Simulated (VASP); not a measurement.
Here is a VASP 6.6.1 calculation.

INCAR

```
SYSTEM = Si16Au
  PREC = Accurate
  ENCUT = 520
  EDIFF = 1E-6
  ISMEAR = -1
  SIGMA = 0.05
  LREAL = Auto
  LASPH = .TRUE.
  NELM = 150
  ALGO = Normal
  ISIF = 2
  LWAVE = .FALSE.
  LCHARG = .TRUE.
  ISPIN = 2
  MAGMOM = 0 0 0 0 0 0 0 0 0 0 0 0 0 0 0 0 0
  LORBIT = 11
  LMAXMIX = 4
  GGA = PE
  LELF = .TRUE.
  LVHAR = .TRUE.
  NBANDS = 56
```

The input KPOINTS:

```
Automatic mesh
0
G
  2 2 2
  0 0 0
```

Contents of POSCAR:

```
Si16Au
1.0
    0.0000000000      5.4300000000      5.4300000000
    5.4300000000      0.0000000000      5.4300000000
    5.4300000000      5.4300000000      0.0000000000
Si Au
16 1
Direct
    0.0088878453     -0.0372057090      0.0184889503
    0.1544687845      0.1084523941      0.1276428177
    0.0114546961     -0.0054524862      0.4987106814
    0.1228374770      0.1057234807      0.6474435543
    0.0088604972      0.5090205341      0.0183715470
    0.1020014733      0.6023046041      0.1924985267
   -0.0215094843      0.4787385820      0.5630739411
    0.1229590239      0.6231619705      0.6472220074
    0.5150536832      0.0152796501     -0.0461608656
    0.6081198895      0.1084397790      0.1280541436
    0.4941816759     -0.0055606814      0.4991021179
    0.6384868324      0.1387496317      0.5833468692
    0.4625026703      0.5092833333      0.0185194291
    0.6083186924      0.6547155617      0.1276507366
    0.4943294659      0.5116998158      0.4986994475
    0.6054676796      0.6230960405      0.6474509208
    0.8084314917      0.3087029466      0.0732169429
```

Potentials or basis: VASP PAW PBE potentials, release 64 (Si, Au).

Launch:

```bash
$ cat potpaw_PBE.64/Si/POTCAR potpaw_PBE.64/Au/POTCAR > POTCAR
$ mpirun -np 1 vasp_std > vasp.out
```

**Question.** What does it give for the largest force?

**Answer.** 0.015 eV/Å.

**Question.** What does it give for the net moment?

**Answer.** 0.00 μB per cell.

**Question.** Predict the pressure.

**Answer.** 6.5 GPa.

Forces on the atoms (eV/Å):
```
Si   0.010 -0.008  0.003
Si   0.007 -0.006 -0.005
Si  -0.004  0.007 -0.002
Si   0.003 -0.001  0.004
Si  -0.007 -0.006 -0.004
Si   0.000  0.001 -0.007
Si   0.003  0.002  0.001
Si  -0.001 -0.003 -0.004
Si   0.000 -0.003  0.000
Si   0.007  0.005  0.012
Si  -0.005 -0.004 -0.006
Si   0.000  0.003  0.004
Si  -0.011  0.010  0.003
Si  -0.005  0.006 -0.005
Si   0.008 -0.003 -0.001
Si  -0.001  0.004  0.004
Au  -0.004 -0.003  0.002
```

Caveat: the k points lie up to 0.50 Å⁻¹ apart.
